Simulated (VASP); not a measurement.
Write the native input for VASP 6.6.1 that does the following.

```
Task                   : relaxation of cell and atoms
Functional             : PBE
Potentials or basis    : VASP PAW PBE potentials, release 64 (Ru_pv, W_sv)
Cutoff                 : 600 eV
k mesh                 : 6 × 6 × 6
Occupations            : gaussian, width 0.1 eV
Spin                   : no spin polarisation
Dipole correction      : no
Further INCAR settings : ALGO = Normal; EDIFF = 1e-07; IBRION = 2; EDIFFG = -0.04; NSW = 90; ISIF = 3
```

The structure of Ru2W lies in POSCAR:

```
Ru2W
1.0
    4.3106191286      0.0000000000      0.0000000000
   -2.1553095643      3.7331056714      0.0000000000
    0.0000000000      0.0000000000      2.7520276596
Ru W
2 1
Direct
    0.3333333333      0.6666666667      0.5000000000
    0.6666666667      0.3333333333      0.5000000000
    0.0000000000      0.0000000000      0.0000000000
```

One way to write it, as run:

INCAR

```
  PREC = Accurate
  ENCUT = 600
  EDIFF = 1E-7
  ISMEAR = 0
  SIGMA = 0.1
  LREAL = False
  LASPH = True
  NELM = 80
  ALGO = Normal
  ISIF = 3
  LWAVE = False
  LCHARG = False
  GGA = PE
  IBRION = 2
  NSW = 90
  EDIFFG = -0.04
```

KPOINTS

```
Automatic mesh
0
Gamma
  6 6 6
```

Potentials or basis: VASP PAW PBE potentials, release 64 (Ru_pv, W_sv).

Launch:

```console
$ cat potpaw_PBE.64/Ru_pv/POTCAR potpaw_PBE.64/W_sv/POTCAR > POTCAR
$ mpirun -np 1 vasp_std > vasp.out
```

It gave:

- Relaxed volume: 14.79 Å³/atom
- Relaxed cell: a = 4.322 Å, b = 4.322 Å, c = 2.743 Å, α = 90.00°, β = 90.00°, γ = 120.00°
- Space group after relaxing (to 0.1 Å): P6/mmm (No. 191)
- Energy gained by relaxing: 0.3 meV/atom
- Ionic steps: 4
- Pressure after relaxing: 0.1 GPa
- Band gap on the k mesh: zero (bands 21 and 22 overlap by 3.34 eV)

Caveat: the k points lie up to 0.38 Å⁻¹ apart in the final cell, too coarse for converged energies and pressures of a metal; spin-orbit coupling is left out, which moves the levels of the heavy elements.

It took 60 s on 1 thread of Intel(R) Xeon(R) 6975P-C (Granite Rapids), with other jobs on the host, peak memory 0.2 GiB.
